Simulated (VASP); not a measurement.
# Ba3Ti4O11 in VASP: relaxation of the atoms with PBEsol

Aim: the relaxation of the atoms of Ba3Ti4O11 with PBEsol.

All numbers are computed with VASP 6.6.1; they aren't measurements. Logs are shortened: lines on timing, memory, paths and dates and some standing lists are left out, and cuts for length are marked.

### Step 1. The cell of the first run

The cell holds a slab with vacuum, 18 atoms: a = 3.970 Å, b = 3.970 Å, c = 26.910 Å, α = 90.00°, β = 90.00°, γ = 90.00°.

### Step 2. Relaxation of the atoms, PBEsol

INCAR

```
SYSTEM = Ba3Ti4O11
PREC = Accurate
ENCUT = 520
EDIFF = 1E-6
ISMEAR = 0
SIGMA = 0.05
LREAL = Auto
LASPH = .TRUE.
NELM = 60
ALGO = Normal
ISIF = 2
LWAVE = .FALSE.
LCHARG = .FALSE.
LDIPOL = .TRUE.
IDIPOL = 3
DIPOL = 0.5 0.5 0.500
GGA = PS
IBRION = 2
NSW = 80
EDIFFG = -0.02
KPAR = 4
```

KPOINTS

```
Automatic mesh
0
G
  7 7 1
  0 0 0
```

POSCAR

```
Ba3Ti4O11
1.0
    3.9698624749      0.0000000000      0.0000000000
    0.0000000000      3.9698624749      0.0000000000
    0.0000000000      0.0000000000     26.9096649063
Ti O Ba
4 11 3
Direct
    0.5000000000      0.5000000000      0.2787102711
    0.5000000000      0.5000000000      0.4262367570
    0.5000000000      0.5000000000      0.5737632430
    0.5000000000      0.5000000000      0.7212897289
    0.5000000000      0.0000000000      0.2787102711
    0.0000000000      0.5000000000      0.2787102711
    0.5000000000      0.5000000000      0.3524735140
    0.5000000000      0.0000000000      0.4262367570
    0.0000000000      0.5000000000      0.4262367570
    0.5000000000      0.5000000000      0.5000000000
    0.5000000000      0.0000000000      0.5737632430
    0.0000000000      0.5000000000      0.5737632430
    0.5000000000      0.5000000000      0.6475264860
    0.5000000000      0.0000000000      0.7212897289
    0.0000000000      0.5000000000      0.7212897289
    0.0000000000      0.0000000000      0.3524735140
    0.0000000000      0.0000000000      0.5000000000
    0.0000000000      0.0000000000      0.6475264860
```

Potentials or basis: VASP PAW PBE potentials, release 64 (Ti_sv, O, Ba_sv).

Run with:

```
cat potpaw_PBE.64/Ti_sv/POTCAR potpaw_PBE.64/O/POTCAR potpaw_PBE.64/Ba_sv/POTCAR > POTCAR
mpirun -np 4 vasp_std > vasp.out
```

OUTCAR:

```text
SYSTEM = Ba3Ti4O11
   PREC = Accurate
   ENCUT = 520
   EDIFF = 1E-6
   ISMEAR = 0
   LREAL = Auto
   LASPH = .TRUE.
   NELM = 60
   ISIF = 2
   GGA = PS
   IBRION = 2
   NSW = 80
   EDIFFG = -0.02

 ion  position               nearest neighbor table
   1  0.500  0.500  0.279-   5 1.98   6 1.98   5 1.98   6 1.98   7 1.98  16 3.44  16 3.44  16 3.44
                            16 3.44
   2  0.500  0.500  0.426-   8 1.98   9 1.98   8 1.98   9 1.98   7 1.98  10 1.98  16 3.44  16 3.44
                            16 3.44  16 3.44  17 3.44  17 3.44  17 3.44  17 3.44
   3  0.500  0.500  0.574-  11 1.98  12 1.98  11 1.98  12 1.98  13 1.98  10 1.98  18 3.44  18 3.44
                            18 3.44  18 3.44  17 3.44  17 3.44  17 3.44  17 3.44
   4  0.500  0.500  0.721-  14 1.98  15 1.98  14 1.98  15 1.98  13 1.98  18 3.44  18 3.44  18 3.44
                            18 3.44
   5  0.500  0.000  0.279-   1 1.98   1 1.98  16 2.81  16 2.81
   6  0.000  0.500  0.279-   1 1.98   1 1.98  16 2.81  16 2.81
   7  0.500  0.500  0.352-   1 1.98   2 1.98  16 2.81  16 2.81  16 2.81  16 2.81
   8  0.500  0.000  0.426-   2 1.98   2 1.98  16 2.81  16 2.81  17 2.81  17 2.81
   9  0.000  0.500  0.426-   2 1.98   2 1.98  16 2.81  16 2.81  17 2.81  17 2.81
  10  0.500  0.500  0.500-   2 1.98   3 1.98  17 2.81  17 2.81  17 2.81  17 2.81
  11  0.500  0.000  0.574-   3 1.98   3 1.98  18 2.81  18 2.81  17 2.81  17 2.81
  12  0.000  0.500  0.574-   3 1.98   3 1.98  18 2.81  18 2.81  17 2.81  17 2.81
  13  0.500  0.500  0.648-   4 1.98   3 1.98  18 2.81  18 2.81  18 2.81  18 2.81
  14  0.500  0.000  0.721-   4 1.98   4 1.98  18 2.81  18 2.81
  15  0.000  0.500  0.721-   4 1.98   4 1.98  18 2.81  18 2.81
  16  0.000  0.000  0.352-   7 2.81   7 2.81   7 2.81   7 2.81   6 2.81   5 2.81   5 2.81   6 2.81
                             8 2.81   9 2.81   8 2.81   9 2.81   1 3.44   1 3.44   1 3.44   1 3.44
  17  0.000  0.000  0.500-  10 2.81  10 2.81  10 2.81  10 2.81  12 2.81   9 2.81   9 2.81  12 2.81
                             8 2.81   8 2.81  11 2.81  11 2.81   2 3.44   3 3.44   3 3.44   3 3.44
  18  0.000  0.000  0.648-  13 2.81  13 2.81  13 2.81  13 2.81  15 2.81  15 2.81  14 2.81  14 2.81
                            11 2.81  12 2.81  12 2.81  11 2.81   4 3.44   4 3.44   4 3.44   4 3.44

  LATTYP: Found a simple tetragonal cell.
 ALAT       =     3.9698624749
 C/A-ratio  =     6.7784879392

  Lattice vectors:

 A1 = (   3.9698624749,   0.0000000000,   0.0000000000)
 A2 = (   0.0000000000,   3.9698624749,   0.0000000000)
 A3 = (   0.0000000000,   0.0000000000,  26.9096649063)

Analysis of symmetry for initial positions (statically):
=====================================================================
 Subroutine PRICEL returns:
 Original cell was already a primitive cell.

 Routine SETGRP: Setting up the symmetry group for a
 simple tetragonal supercell.

 Subroutine GETGRP returns: Found 16 space group operations
 (whereof 16 operations were pure point group operations)
 out of a pool of 16 trial point group operations.

The static configuration has the point symmetry D_4h.

Analysis of symmetry for dynamics (positions and initial velocities):
=====================================================================
[... 183 lines left out ...]
  --------------------------------------------------------------------------------------
  -------------------------------------------------------------------------------------
  Total       -7.1349354     -7.1349354     -3.3938593      0.0000000      0.0000000      0.0000000
  in kB      -26.9551291    -26.9551291    -12.8216881      0.0000000      0.0000000      0.0000000
  external PRESSURE =     -22.2439821 kB  Pullay stress =       0.0000000 kB
[... 137 lines left out ...]
  FREE ENERGIE OF THE ION-ELECTRON SYSTEM (eV)
  ---------------------------------------------------
  free  energy   TOTEN  =      -151.5760510037 eV

  energy  without entropy=     -151.5760509762  energy(sigma->0) =     -151.57605099

 E-fermi :  -0.0549     XC(G=0):  -6.5298

 val. band max:       -0.2783074760   @ k =   0.4286   0.4286   0.0000
 cond. band min:       0.5071499311   @ k =   0.0000   0.0000   0.0000
 fundamental gap:      0.7854574071
 Fermi energy:        -0.0548744340

 k-point     1 :       0.0000    0.0000    0.0000
  band No.  band energies     occupation
      1     -57.6349      2.00000
      2     -57.6342      2.00000
      3     -57.1496      2.00000
      4     -57.1496      2.00000
      5     -34.0516      2.00000
      6     -34.0185      2.00000
[... 859 lines left out ...]
     83       3.2581      0.00000
     84       3.4673      0.00000
 [bands above 84 left out]

 dipolmoment           0.000000      0.000000     -0.000000 electrons x Angstroem

[... ionic steps 4 to 19 ...]

--------------------------------------- Ionic step       20  -------------------------------------------

 number of electron     143.9999940 magnetization

------------------------ aborting loop because EDIFF is reached ----------------------------------------
[... 99 lines left out ...]
--------------------------------------- Ionic step       22  -------------------------------------------

 number of electron     143.9999937 magnetization

 dipolmoment           0.000000      0.000000      0.000000 electrons x Angstroem

 Free energy of the ion-electron system (eV)
  ---------------------------------------------------
  ext. energy  EPLUGINS =         0.00000000
  ---------------------------------------------------
  free energy    TOTEN  =      -151.65538873 eV

  energy without entropy =     -151.65538873  energy(sigma->0) =     -151.65538873

 E-fermi :   0.1270     XC(G=0):  -6.5223

 val. band max:       -0.2774329864   @ k =   0.4286   0.4286   0.0000
 cond. band min:       0.5052622608   @ k =   0.0000   0.0000   0.0000
 fundamental gap:      0.7826952472
 Fermi energy:         0.1269766096

 k-point     1 :       0.0000    0.0000    0.0000
  band No.  band energies     occupation
      1     -57.6445      2.00000
      2     -57.6438      2.00000
      3     -57.1557      2.00000
      4     -57.1557      2.00000
      5     -34.0571      2.00000
      6     -34.0255      2.00000
[... 859 lines left out ...]
     83       3.2427      0.00000
     84       3.4610      0.00000
 [bands above 84 left out]

------------------------ aborting loop because EDIFF is reached ----------------------------------------

 vacuum level on the upper side and lower side of the slab       (xc-potential included)        -0.018        -0.018

  FORCE on cell =-STRESS in cart. coord.  units (eV):
  Direction    XX          YY          ZZ          XY          YZ          ZX
  --------------------------------------------------------------------------------------
  -------------------------------------------------------------------------------------
  Total       -6.0420317     -6.0420317     -0.1932466      0.0000000      0.0000000      0.0000000
  in kB      -22.8262394    -22.8262394     -0.7300680      0.0000000      0.0000000      0.0000000
  external PRESSURE =     -15.4608489 kB  Pullay stress =       0.0000000 kB
[... 33 lines left out ...]
  FREE ENERGIE OF THE ION-ELECTRON SYSTEM (eV)
  ---------------------------------------------------
  free  energy   TOTEN  =      -151.6553887268 eV

  energy  without entropy=     -151.6553887268  energy(sigma->0) =     -151.65538873

 reached required accuracy - stopping structural energy minimisation

 vacuum level on the upper side and lower side of the slab         5.320         5.320
```

OSZICAR:

```text
N       E                     dE             d eps       ncg     rms          rms(c)
DAV:   1     0.191299330493E+04    0.19130E+04   -0.72055E+04  1816   0.164E+03
DAV:   2     0.104518156764E+03   -0.18085E+04   -0.17451E+04  2118   0.478E+02
DAV:   3    -0.170624578546E+03   -0.27514E+03   -0.27285E+03  2358   0.191E+02
[... 238 lines left out ...]
       N       E                     dE             d eps       ncg     rms          rms(c)
DAV:   1    -0.151655285278E+03    0.73137E-04   -0.23893E-02  1972   0.809E-01    0.260E-02
DAV:   2    -0.151655387378E+03   -0.10210E-03   -0.11358E-03  1800   0.124E-01    0.142E-02
DAV:   3    -0.151655388797E+03   -0.14183E-05   -0.52545E-05  2618   0.281E-02    0.757E-03
DAV:   4    -0.151655388727E+03    0.69918E-07   -0.36595E-06  1680   0.123E-02
  22 F= -.15165539E+03 E0= -.15165539E+03  d E =-.207654E-03
```

CONTCAR:

```text
Ba3Ti4O11
   1.00000000000000
     3.9698624749000002    0.0000000000000000    0.0000000000000000
     0.0000000000000000    3.9698624749000002    0.0000000000000000
     0.0000000000000000    0.0000000000000000   26.9096649063000015
  Ti              O               Ba
     4    11     3
Direct
     0.5000000000000000    0.5000000000000000    0.2819153728215232
     0.5000000000000000    0.5000000000000000    0.4264579606937330
     0.5000000000000000    0.5000000000000000    0.5735420393062670
     0.5000000000000000    0.5000000000000000    0.7180846271784769
     0.5000000000000000    0.0000000000000000    0.2777070101008202
     0.0000000000000000    0.5000000000000000    0.2777070101008202
[... 10 lines left out ...]
     0.0000000000000000    0.0000000000000000    0.5000000000000000
     0.0000000000000000    0.0000000000000000    0.6518499968110004

  0.00000000E+00  0.00000000E+00  0.00000000E+00
  0.00000000E+00  0.00000000E+00  0.00000000E+00
  0.00000000E+00  0.00000000E+00  0.00000000E+00
  0.00000000E+00  0.00000000E+00  0.00000000E+00
  0.00000000E+00  0.00000000E+00  0.00000000E+00
  0.00000000E+00  0.00000000E+00  0.00000000E+00
[... 10 lines left out ...]
  0.00000000E+00  0.00000000E+00  0.00000000E+00
  0.00000000E+00  0.00000000E+00  0.00000000E+00
```

Run time: 43 min. Hardware: 4 MPI ranks of Intel Xeon Platinum 8488C (Sapphire Rapids), shared host; peak memory 0.64 GiB.

Results:

```yaml
Free_energy: -151.6554 eV
Energy_gained_by_relaxing: 19.8 meV/atom
Ionic_steps: 22
Largest_force_after_relaxing: 0.018 eV/Å
Band_gap_on_the_k_mesh: 0.78 eV (least direct gap 1.38 eV)
```

Forces on the atoms (eV/Å):
```
Ti   0.000  0.000 -0.013
Ti   0.000  0.000  0.013
Ti   0.000  0.000 -0.013
Ti   0.000  0.000  0.013
O    0.000  0.000  0.002
O    0.000  0.000  0.002
O    0.000  0.000 -0.013
O    0.000  0.000  0.017
O    0.000  0.000  0.017
O    0.000  0.000  0.000
O    0.000  0.000 -0.017
O    0.000  0.000 -0.017
O    0.000  0.000  0.013
O    0.000  0.000 -0.002
O    0.000  0.000 -0.002
Ba   0.000  0.000 -0.018
Ba   0.000  0.000  0.000
Ba   0.000  0.000  0.018
```

The path:
```tsv
step	energy change (eV)	largest force (eV/Å)	pressure (GPa)
1	0.0000	2.2496	-2.22
2	-0.2480	1.2125	-1.32
3	-0.2770	0.9093	-1.59
4	-0.3427	0.2591	-1.45
5	-0.3447	0.3109	-1.42
6	-0.3524	0.1831	-1.34
7	-0.3528	0.1114	-1.36
8	-0.3544	0.0457	-1.34
9	-0.3546	0.0337	-1.34
10	-0.3549	0.0344	-1.35
11	-0.3549	0.0472	-1.36
12	-0.3551	0.0286	-1.37
13	-0.3555	0.0261	-1.40
14	-0.3555	0.0840	-1.49
15	-0.3556	0.0666	-1.46
16	-0.3556	0.0392	-1.43
17	-0.3558	0.0285	-1.45
18	-0.3561	0.0340	-1.48
19	-0.3556	0.0978	-1.57
20	-0.3561	0.0380	-1.49
21	-0.3563	0.0238	-1.54
22	-0.3563	0.0183	-1.55
```

Final structure:
```
CELL_PARAMETERS angstrom
3.96986 0.00000 0.00000
0.00000 3.96986 0.00000
0.00000 0.00000 26.90966
ATOMIC_POSITIONS crystal
Ti 0.50000 0.50000 0.28192
Ti 0.50000 0.50000 0.42646
Ti 0.50000 0.50000 0.57354
Ti 0.50000 0.50000 0.71808
O 0.50000 0.00000 0.27771
O 0.00000 0.50000 0.27771
O 0.50000 0.50000 0.35136
O 0.50000 0.00000 0.42584
O 0.00000 0.50000 0.42584
O 0.50000 0.50000 0.50000
O 0.50000 0.00000 0.57416
O 0.00000 0.50000 0.57416
O 0.50000 0.50000 0.64864
O 0.50000 0.00000 0.72229
O 0.00000 0.50000 0.72229
Ba 0.00000 0.00000 0.34815
Ba 0.00000 0.00000 0.50000
Ba 0.00000 0.00000 0.65185
```

Caveat: the PAW data sets were made with another functional, which shifts forces and pressure a little; spin-orbit coupling is left out, which moves the levels of the heavy elements.
